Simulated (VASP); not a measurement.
# Sr2C (Fm-3m) in VASP: further runs

The runs below take Sr2C through single point, with PBE-based screened hybrid with 15 % exact exchange, PBE0, PBE-based screened hybrid with 50 % exact exchange.

Everything below comes from runs of VASP 6.6.1. Logs are shortened: lines on timing, memory, paths and dates and some standing lists are left out, and cuts for length are marked.

**1. The cell of the first run**

The structure is cubic, space group Fm-3m (No. 225). Conventional cell: a = 6.720 Å, b = 6.720 Å, c = 6.720 Å, α = 90.00°, β = 90.00°, γ = 90.00°. Within 3.8 Å of C (site symmetry m-3m) lie 8 Sr at 2.91 Å. Within 3.8 Å of Sr (site symmetry -43m) lie 4 C at 2.91 Å and 6 Sr at 3.36 Å.

**2. Single point, PBE-based screened hybrid with 15 % exact exchange**

POSCAR reads:

```
Sr2C
1.0
    0.0000000000      3.3601424502      3.3601424502
    3.3601424502      0.0000000000      3.3601424502
    3.3601424502      3.3601424502      0.0000000000
C Sr
1 2
Direct
    0.0000000000      0.0000000000      0.0000000000
    0.2500000000      0.2500000000      0.2500000000
    0.7500000000      0.7500000000      0.7500000000
```

INCAR.step1 reads:

```
SYSTEM = Sr2C
ALGO     = Normal         ! electronic algorithm
EDIFF    = 1E-5           ! SCF threshold, eV
ENCUT    = 520            ! plane-wave cutoff, eV
GGA      = PE             ! functional
ISIF     = 2              ! what is computed and relaxed
ISMEAR   = -1             ! smearing method
LASPH    = .True.         ! aspherical terms in the spheres
LREAL    = .False.        ! projectors in reciprocal space
LWAVE    = .True.         ! write WAVECAR
NBANDS   = 19             ! bands
NELM     = 100            ! most SCF steps
PREC     = Accurate       ! precision mode
SIGMA    = 0.02           ! smearing width, eV
```

INCAR.step2 reads:

```
SYSTEM = Sr2C
AEXX     = 0.15           ! exact-exchange fraction
ALGO     = Normal         ! electronic algorithm
EDIFF    = 1E-7           ! SCF threshold, eV
ENCUT    = 520            ! plane-wave cutoff, eV
GGA      = PE             ! functional
HFSCREEN = 0.3            ! screening, 1/A
ISIF     = 2              ! what is computed and relaxed
ISMEAR   = -1             ! smearing method
ISTART   = 1            
LASPH    = .True.         ! aspherical terms in the spheres
LCHARG   = .True.         ! write CHGCAR
LELF     = .True.         ! ELF
LHFCALC  = .True.         ! exact exchange
LREAL    = .False.        ! projectors in reciprocal space
LVHAR    = .True.       
LWAVE    = .False.        ! write WAVECAR
NBANDS   = 19             ! bands
NELM     = 100            ! most SCF steps
PREC     = Accurate       ! precision mode
PRECFOCK = Normal       
SIGMA    = 0.02           ! smearing width, eV
```

KPOINTS reads:

```
k-points
0
Gamma
  4 4 4
  0 0 0
```

Potentials or basis: VASP PAW PBE potentials, release 64 (C, Sr_sv).

On the command line:

```console
cat potpaw_PBE.64/C/POTCAR potpaw_PBE.64/Sr_sv/POTCAR > POTCAR
cp INCAR.step1 INCAR
mpirun -np 1 vasp_std > vasp.out
cp INCAR.step2 INCAR
mpirun -np 1 vasp_std > vasp.out
```

OUTCAR:

```text
SYSTEM = Sr2C
   AEXX = 0.15
   EDIFF = 1E-7
   ENCUT = 520
   GGA = PE
   HFSCREEN = 0.3
   ISIF = 2
   ISMEAR = -1
   ISTART = 1
   LASPH = .True.
   LHFCALC = .True.
   LREAL = .False.
   NELM = 100
   PREC = Accurate
   PRECFOCK = Normal

 ion  position               nearest neighbor table
   1  0.000  0.000  0.000-   2 2.91   3 2.91   3 2.91   3 2.91   3 2.91   2 2.91   2 2.91   2 2.91

   2  0.250  0.250  0.250-   1 2.91   1 2.91   1 2.91   1 2.91   3 3.36   3 3.36   3 3.36   3 3.36
                             3 3.36   3 3.36
   3  0.750  0.750  0.750-   1 2.91   1 2.91   1 2.91   1 2.91   2 3.36   2 3.36   2 3.36   2 3.36
                             2 3.36   2 3.36

  LATTYP: Found a face centered cubic cell.
 ALAT       =     6.7202849004

  Lattice vectors:

 A1 = (   0.0000000000,   3.3601424502,   3.3601424502)
 A2 = (   3.3601424502,   0.0000000000,   3.3601424502)
 A3 = (   3.3601424502,   3.3601424502,   0.0000000000)

Analysis of symmetry for initial positions (statically):
=====================================================================
 Subroutine PRICEL returns:
 Original cell was already a primitive cell.

 Routine SETGRP: Setting up the symmetry group for a
 face centered cubic supercell.

 Subroutine GETGRP returns: Found 48 space group operations
 (whereof 48 operations were pure point group operations)
 out of a pool of 48 trial point group operations.

The static configuration has the point symmetry O_h .

Analysis of symmetry for dynamics (positions and initial velocities):
=====================================================================
 Subroutine PRICEL returns:
 Original cell was already a primitive cell.

 Routine SETGRP: Setting up the symmetry group for a
 face centered cubic supercell.

 Subroutine GETGRP returns: Found 48 space group operations
 (whereof 48 operations were pure point group operations)
 out of a pool of 48 trial point group operations.

The dynamic configuration has the point symmetry O_h .

 Subroutine INISYM returns: Found 48 space group operations
 (whereof 48 operations are pure point group operations),
 and found     1 'primitive' translations

----------------------------------------------------------------------------------------

                                     Primitive cell

  volume of cell :      75.8758

  direct lattice vectors                    reciprocal lattice vectors
     0.000000000  3.360142450  3.360142450    -0.148803215  0.148803215  0.148803215
     3.360142450  0.000000000  3.360142450     0.148803215 -0.148803215  0.148803215
     3.360142450  3.360142450  0.000000000     0.148803215  0.148803215 -0.148803215

  length of vectors
     4.751959025  4.751959025  4.751959025     0.257734729  0.257734729  0.257734729

  position of ions in fractional coordinates (direct lattice)
     0.000000000  0.000000000  0.000000000
     0.250000000  0.250000000  0.250000000
     0.750000000  0.750000000  0.750000000

  ion indices of the primitive-cell ions
   primitive index   ion index
                 1           1
                 2           2
                 3           3

----------------------------------------------------------------------------------------

 KPOINTS: k-points

Automatic generation of k-mesh.
 Grid dimensions read from file:
 generate k-points for:    4    4    4

 Generating k-lattice:

  Cartesian coordinates                     Fractional coordinates (reciprocal lattice)
    -0.037200804  0.037200804  0.037200804     0.250000000  0.000000000  0.000000000
     0.037200804 -0.037200804  0.037200804     0.000000000  0.250000000  0.000000000
     0.037200804  0.037200804 -0.037200804     0.000000000  0.000000000  0.250000000

  Length of vectors
     0.064433682  0.064433682  0.064433682

  Shift w.r.t. Gamma in fractional coordinates (k-lattice)
     0.000000000  0.000000000  0.000000000

 Subroutine IBZKPT returns following result:
 ===========================================

 Found      8 irreducible k-points:

 Following reciprocal coordinates:
            Coordinates               Weight
  0.000000  0.000000  0.000000      1.000000
  0.250000  0.000000  0.000000      8.000000
  0.500000  0.000000  0.000000      4.000000
  0.250000  0.250000  0.000000      6.000000
  0.500000  0.250000  0.000000     24.000000
 -0.250000  0.250000  0.000000     12.000000
  0.500000  0.500000  0.000000      3.000000
 -0.250000  0.500000  0.250000      6.000000
   k-points           NKPTS =      8   k-points in BZ     NKDIM =     64   number of bands    NBANDS=     19
   number of dos      NEDOS =    301   number of ions     NIONS =      3
   total plane-waves  NPLWV =  46656
   dimension x,y,z NGX =    36 NGY =   36 NGZ =   36
   dimension x,y,z NGXF=    72 NGYF=   72 NGZF=   72
   ions per type =               1   2
   NGX,Y,Z   is equivalent  to a cutoff of  12.59, 12.59, 12.59 a.u.
   NGXF,Y,Z  is equivalent  to a cutoff of  25.19, 25.19, 25.19 a.u.
 SYSTEM =  Sr2C
   PREC   = accura    normal or accurate (medium, high low for compatibility)
   ISTART =      1    job   : 0-new  1-cont  2-samecut
   ICHARG =      0    charge: 1-file 2-atom 10-const
   ISPIN  =      1    spin polarized calculation?
   LNONCOLLINEAR =      F non collinear calculations
   LSORBIT =      F    spin-orbit coupling
   LASPH  =      T    aspherical Exc in radial PAW
   ENCUT  =  520.0 eV  38.22 Ry    6.18 a.u.   8.84  8.84  8.84*2*pi/ulx,y,z
   NELM   =    100;   NELMIN=  2; NELMDL=  0     # of ELM steps
   EDIFF  = 0.1E-06   stopping-criterion for ELM
   LREAL  =      F    real-space projection
   EDIFFG = 0.1E-05   stopping-criterion for IOM
   NSW    =      0    number of steps for IOM
   IBRION =     -1    ionic relax: 0-MD 1-quasi-New 2-CG
   NFREE  =      0    steps in history (QN), initial steepest desc. (CG)
   ISIF   =      2    stress and relaxation
   ISYM   =      3    0-nonsym 1-usesym 2-fastsym
   POTIM  = 0.5000    time-step for ionic-motion
   TEBEG  =    0.0;   TEEND  =   0.0 temperature during run
   PSTRESS=    0.0 pullay stress
   NELECT =      24.0000    total number of electrons
   NUPDOWN=      -1.0000    fix difference up-down
   EMIN   =  10.00;   EMAX   =-10.00  energy-range for DOS
   EFERMI =   0.00;   METHOD = LEGACY
   ISMEAR =    -1;   SIGMA  =   0.02  broadening in eV -4-tet -1-fermi 0-gaus
   EFERMI_NEDOS =   21; number of points for ismear=-14 and -15
   IALGO  =     38    algorithm
   IMIX   =      1    mixing-type and parameters
     AMIX     =   0.40;   BMIX     =  1.00
     AMIX_MAG =   1.60;   BMIX_MAG =  1.00
  volume/ion in A,a.u.               =      25.29       170.68
  Fermi-wavevector in a.u.,A,eV,Ry     =   1.115435  2.107866 16.928301  1.244195
  Thomas-Fermi vector in A             =   2.252040
   LORBIT       =      0    0 simple, 1 ext, 2 COOP (PROOUT), +10 PAW based schemes
   GGA     = PE    functional components
   LHFCALC =     T    Hartree Fock is set to
   PRECFOCK=normal    Normal, Fast or Accurate (Low or Medium for compatibility)
   ENCUT4O =  -1.0   cutoff for four orbital integrals eV
   NKREDX  =     1    reduce k-point grid by
   NKREDY  =     1    reduce k-point grid by
   NKREDZ  =     1    reduce k-point grid by
   AEXX    =    0.1500 exact exchange contribution
   HFSCREEN=    0.3000 screening length (either q_TF or 0.3 A-1)
   HFSCREENC=   0.3000 screening length for correlation (either q_TF or 0.3 A-1)
   ENCUTFOCK=  -1.0 apply spherical cutoff to Coloumb kernel
   IVDW    =     0    specifies the selected vdW correction
   LEPSILON=     F    determine dielectric tensor
   LRPA    =     F    only Hartree local field effects (RPA)
 non-spin polarized calculation
  energy-cutoff  :      520.00
  volume of cell :       75.88
 maximum number of plane-waves:      2085
  NGX = 28; NGY = 28; NGZ = 28

 number of electron      24.0000000 magnetization

 Free energy of the ion-electron system (eV)
  ---------------------------------------------------
  ext. energy  EPLUGINS =         0.00000000
  ---------------------------------------------------
  free energy    TOTEN  =       -11.15928525 eV

  energy without entropy =      -11.15696283  energy(sigma->0) =      -11.15812404

 E-fermi :   2.9342     XC(G=0):  -8.3042

 val. band max:        2.8862760263   @ k =   0.5000   0.5000   0.0000
 cond. band min:       2.9622971224   @ k =   0.0000   0.0000   0.0000
 fundamental gap:      0.0760210961
 Fermi energy:         2.9341865036

 k-point     1 :       0.0000    0.0000    0.0000
  band No.  band energies     occupation
      1     -34.0384      2.00000
      2     -33.7585      2.00000
      3     -15.5360      2.00000
      4     -15.5360      2.00000
      5     -15.5360      2.00000
      6     -14.8730      2.00000
[... 11 lines left out ...]
     18       8.5046      0.00000
     19      11.0262      0.00000

 k-point     2 :       0.2500    0.0000    0.0000
  band No.  band energies     occupation
      1     -33.9961      2.00000
      2     -33.7982      2.00000
      3     -15.4896      2.00000
      4     -15.4545      2.00000
      5     -15.4545      2.00000
      6     -15.0417      2.00000
[... 11 lines left out ...]
     18       8.1899      0.00000
     19       9.8436      0.00000

 k-point     3 :       0.5000    0.0000    0.0000
  band No.  band energies     occupation
      1     -33.8959      2.00000
      2     -33.8959      2.00000
      3     -15.3479      2.00000
      4     -15.2999      2.00000
      5     -15.2434      2.00000
      6     -15.2434      2.00000
[... 11 lines left out ...]
     18       7.7765      0.00000
     19       7.8982      0.00000

 k-point     4 :       0.2500    0.2500    0.0000
  band No.  band energies     occupation
      1     -33.9897      2.00000
      2     -33.8031      2.00000
      3     -15.6183      2.00000
      4     -15.6183      2.00000
      5     -15.4176      2.00000
      6     -15.1275      2.00000
[... 11 lines left out ...]
     18       7.6704      0.00000
     19       8.2427      0.00000

 k-point     5 :       0.5000    0.2500    0.0000
  band No.  band energies     occupation
      1     -33.9277      2.00000
      2     -33.8618      2.00000
      3     -15.7174      2.00000
      4     -15.5917      2.00000
      5     -15.5632      2.00000
      6     -14.9350      2.00000
[... 11 lines left out ...]
     18       8.3971      0.00000
     19       9.0856      0.00000

 k-point     6 :      -0.2500    0.2500    0.0000
  band No.  band energies     occupation
      1     -33.9422      2.00000
      2     -33.8489      2.00000
      3     -15.7145      2.00000
      4     -15.3716      2.00000
      5     -15.3019      2.00000
      6     -15.2149      2.00000
[... 11 lines left out ...]
     18       7.7997      0.00000
     19       8.3115      0.00000

 k-point     7 :       0.5000    0.5000    0.0000
  band No.  band energies     occupation
      1     -33.9402      2.00000
      2     -33.8471      2.00000
      3     -15.9068      2.00000
      4     -15.6983      2.00000
      5     -15.6983      2.00000
      6     -14.7738      2.00000
[... 11 lines left out ...]
     18       8.4140      0.00000
     19       8.5926      0.00000

 k-point     8 :      -0.2500    0.5000    0.2500
  band No.  band energies     occupation
      1     -33.8940      2.00000
      2     -33.8940      2.00000
      3     -15.8289      2.00000
      4     -15.7801      2.00000
      5     -15.2557      2.00000
      6     -15.2557      2.00000
[... 11 lines left out ...]
     18       7.5128      0.00000
     19       9.6009      0.00000

------------------------ aborting loop because EDIFF is reached ----------------------------------------

  FORCE on cell =-STRESS in cart. coord.  units (eV):
  Direction    XX          YY          ZZ          XY          YZ          ZX
  --------------------------------------------------------------------------------------
  -------------------------------------------------------------------------------------
  Total        0.2512885      0.2512885      0.2512885      0.0000000     -0.0000000     -0.0000000
  in kB        5.3061567      5.3061567      5.3061567      0.0000000     -0.0000000     -0.0000000
  external PRESSURE =       5.3061567 kB  Pullay stress =       0.0000000 kB

 VOLUME and BASIS-vectors are now :
 -----------------------------------------------------------------------------
  energy-cutoff  :      520.00
  volume of cell :       75.88
      direct lattice vectors                 reciprocal lattice vectors
     0.000000000  3.360142450  3.360142450    -0.148803215  0.148803215  0.148803215
     3.360142450  0.000000000  3.360142450     0.148803215 -0.148803215  0.148803215
     3.360142450  3.360142450  0.000000000     0.148803215  0.148803215 -0.148803215

 POSITION                                       TOTAL-FORCE (eV/Angst)
 -----------------------------------------------------------------------------------
      0.00000      0.00000      0.00000        -0.000000     -0.000000     -0.000000
      1.68007      1.68007      1.68007        -0.000000     -0.000000     -0.000000
      5.04021      5.04021      5.04021         0.000000      0.000000      0.000000
 -----------------------------------------------------------------------------------
    total drift:                               -0.000000     -0.000000     -0.000000

  FREE ENERGIE OF THE ION-ELECTRON SYSTEM (eV)
  ---------------------------------------------------
  free  energy   TOTEN  =       -11.1592852460 eV

  energy  without entropy=      -11.1569628338  energy(sigma->0) =      -11.15812404
```

It took 30 min on 1 thread of AMD EPYC 7R43 (Zen 3), shared host; peak memory 0.29 GiB.

Results:

| Property | Result |
| --- | --- |
| Free energy | -11.1593 eV |
| Pressure | 0.5 GPa |
| Band gap on the k mesh | 0.08 eV (least direct gap 0.09 eV) |

Caveat: the PAW data sets were made with another functional, which shifts forces and pressure a little.

**3. Single point, PBE0**

POSCAR is that of step 2.

INCAR.step1 reads:

```
  PREC = Accurate
  ENCUT = 520
  EDIFF = 1E-5
  ISMEAR = -1
  SIGMA = 0.02
  LREAL = F
  LASPH = T
  NELM = 80
  ALGO = Normal
  ISIF = 2
  LWAVE = T
  GGA = PE
  NBANDS = 19
```

INCAR.step2 reads:

```
  PREC = Accurate
  ENCUT = 520
  EDIFF = 1E-7
  ISMEAR = -1
  SIGMA = 0.02
  LREAL = F
  LASPH = T
  NELM = 80
  ALGO = Normal
  ISIF = 2
  LWAVE = F
  LCHARG = T
  GGA = PE
  LHFCALC = T
  AEXX = 0.25
  PRECFOCK = Normal
  LELF = T
  LVHAR = T
  ISTART = 1
  NBANDS = 19
```

KPOINTS reads:

```
regular mesh
0
Gamma
  4 4 4
```

Potentials or basis: VASP PAW PBE potentials, release 64 (C, Sr_sv).

On the command line:

```console
cat potpaw_PBE.64/C/POTCAR potpaw_PBE.64/Sr_sv/POTCAR > POTCAR
cp INCAR.step1 INCAR
mpirun -np 1 vasp_std > vasp.out
cp INCAR.step2 INCAR
mpirun -np 1 vasp_std > vasp.out
```

Run time: 33 min. Hardware: 1 thread of AMD EPYC 7R43 (Zen 3), shared host; peak memory 0.18 GiB.

Results (log left out):

| Quantity | Value |
| --- | --- |
| Free energy | -12.3569 eV |
| Pressure | 0.4 GPa |
| Band gap on the k mesh | 1.01 eV (least direct gap 1.08 eV) |

Levels at points of the mesh, in eV from the valence-band top:
```csv
k point,band 9,band 10,band 11,band 12,band 13,band 14,band 15,band 16
"(0.00, 0.00, 0.00)",-9.40,-1.52,-1.52,-1.52,1.01,2.85,2.85,6.96
"(0.50, 0.00, 0.00)",-8.80,-1.86,-0.63,-0.63,3.46,4.20,4.20,5.01
"(0.50, 0.50, 0.00)",-8.72,-2.20,0.00,0.00,1.08,3.60,3.93,6.32
```

Caveat: the PAW data sets were made with another functional, which shifts forces and pressure a little. A k mesh can miss the band edges.

**4. Single point, PBE-based screened hybrid with 50 % exact exchange**

POSCAR is that of step 3.

INCAR.step1 reads:

```
  PREC = Accurate
  ENCUT = 520
  EDIFF = 1E-5
  ISMEAR = -1
  SIGMA = 0.02
  LREAL = False
  LASPH = True
  NELM = 100
  ALGO = Normal
  ISIF = 2
  LWAVE = True
  NBANDS = 19
  GGA = PE
```

INCAR.step2 reads:

```
  PREC = Accurate
  ENCUT = 520
  EDIFF = 1E-6
  ISMEAR = -1
  SIGMA = 0.02
  LREAL = False
  LASPH = True
  NELM = 100
  ALGO = Normal
  ISIF = 2
  LWAVE = False
  LCHARG = True
  GGA = PE
  LHFCALC = True
  AEXX = 0.5
  HFSCREEN = 0.3
  PRECFOCK = Normal
  LELF = True
  LVHAR = True
  NBANDS = 19
  ISTART = 1
```

KPOINTS reads:

```
Automatic mesh
0
Gamma
  4 4 4
```

On the command line:

```console
cat potpaw_PBE.64/C/POTCAR potpaw_PBE.64/Sr_sv/POTCAR > POTCAR
cp INCAR.step1 INCAR
mpirun -np 1 vasp_std > vasp.out
cp INCAR.step2 INCAR
mpirun -np 1 vasp_std > vasp.out
```

Run time: 34 min. Hardware: 1 thread of Oxide Virtual Turin-like, shared host; peak memory 0.29 GiB.

Results (log left out):

```
Free energy            : -12.6315 eV
Pressure               : 0.0 GPa
Band gap on the k mesh : 0.68 eV
```

Levels at points of the mesh, in eV from the valence-band top:
```csv
k point,band 8,band 9,band 10,band 11,band 12,band 13,band 14,band 15,band 16,band 17
"(0.00, 0.00, 0.00)",-19.39,-10.25,-1.51,-1.51,-1.51,0.69,2.61,2.61,6.84,6.84
"(0.50, 0.00, 0.00)",-19.75,-9.62,-1.84,-0.63,-0.63,3.12,3.93,3.93,4.76,6.12
"(0.50, 0.50, 0.00)",-19.19,-9.52,-2.21,0.00,0.00,0.68,3.39,3.78,6.15,6.15
```

Caveat: the PAW data sets were made with another functional, which shifts forces and pressure a little. A k mesh can miss the band edges.

**5. The runs side by side**

```tsv
level	share of exact exchange	screening parameter	gap on the mesh (eV)	pressure (GPa)
PBE-based screened hybrid with 15 % exact exchange	0.15	0.3 1/Å	0.08	0.5
PBE0	0.25	-	1.01	0.4
PBE-based screened hybrid with 50 % exact exchange	0.5	0.3 1/Å	0.68	0.0
```

Alike in all rows: task single point; potentials or basis VASP PAW PBE potentials, release 64 (C, Sr_sv); no spin polarisation; cell as given; k mesh 4 × 4 × 4; cutoff (eV) 520; smearing fermi-dirac 0.02 eV.

On the cell as given the gap runs from 0.08 eV (PBE-based screened hybrid with 15 % exact exchange) to 1.01 eV (PBE0). The pressure there spans 0.0 GPa (PBE-based screened hybrid with 50 % exact exchange) to 0.5 GPa (PBE-based screened hybrid with 15 % exact exchange); a positive pressure means that this level wants a larger cell, a negative one a smaller.

Caveats: the PAW data sets were made with another functional, which shifts forces and pressure a little.

Total energies depend on the potentials used, so only differences within one code and one set of settings carry meaning.
